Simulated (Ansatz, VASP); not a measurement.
**NaB: VASP beside Ansatz**

Contents of POSCAR:

```
NaB
1.0
    0.0000000000      2.8180624500      2.6838690000
    2.8180624500      0.0000000000      2.6838690000
    2.8180624500      2.8180624500      0.0000000000
Na B
1 1
Direct
    0.0000000000      0.0000000000      0.0000000000
    0.5000000000      0.5000000000      0.5000000000
```

File INCAR.step1:

```
PREC = Accurate ; ENCUT = 520
ISMEAR = 0 ; SIGMA = 0.15
LREAL = False ; LASPH = True
NELM = 60 ; NBANDS = 12
GGA = PE ; ALGO = Normal
EDIFF = 1E-4 ; LWAVE = True
LCHARG = False
```

INCAR.step2

```
PREC = Accurate ; ENCUT = 520
EDIFF = 1E-6 ; ISMEAR = 0
SIGMA = 0.15 ; LREAL = False
LASPH = True ; NELM = 60
ALGO = Normal ; ISIF = 2
LWAVE = False ; LCHARG = True
METAGGA = R2SCAN ; LMIXTAU = True
LELF = True ; LVHAR = True
NBANDS = 12 ; ISTART = 1
```

File KPOINTS:

```
Automatic mesh
0
Gamma
  16 16 16
```

Input for Ansatz:

```yaml
crystal:
  lattice:
    - [0.0, 2.81806245, 2.683869]
    - [2.81806245, 0.0, 2.683869]
    - [2.81806245, 2.81806245, 0.0]
  atoms:
    - { symbol: Na, position: [0.0, 0.0, 0.0] }
    - { symbol: B, position: [0.5, 0.5, 0.5] }
basis:
  ecutwfc: 500
kpoints:
  mp_grid: { grid: [16, 16, 16] }
hamiltonian:
  xc: r2scan
scf:
  occupations: { method: gaussian, width: 0.15 }
output:
  forces: true
  stress: true
  eigenvalues: true
```

Change from the starting cell: strain +0.050 along x and y, +0.000 along z, atoms carried along.

Alike in both runs: task single point; functional r2SCAN; k mesh 16 × 16 × 16; occupations gaussian, width 0.15 eV; no spin polarisation.

|  | VASP | Ansatz |
| --- | --- | --- |
| version | VASP 6.6.1 | Ansatz 0.2.0 |
| potentials or method | VASP PAW PBE potentials, release 64 (Na_pv, B), cutoff 520 eV | scalar-relativistic, plane waves, PAW |
| valence electrons in the cell | 10 | 12 |

Ansatz gave:

```
gap on the k mesh at the Fermi level (eV)                     : none
pressure (GPa)                                                : -2.2
traceless stress, the component that is largest in VASP (GPa) : 2.05
```

Q: Estimate VASP's values.

A: gap on the k mesh at the Fermi level (eV): none; pressure (GPa): -2.3; traceless stress, the component that is largest in VASP (GPa): 2.03.

VASP's potentials were made for PBE, not for r2SCAN. A gap of «none» marks a metal or a gap that the smearing closes. VASP's potentials hold 10 valence electrons a cell and Ansatz's 12, so a difference there can come from the potentials and not from the codes.
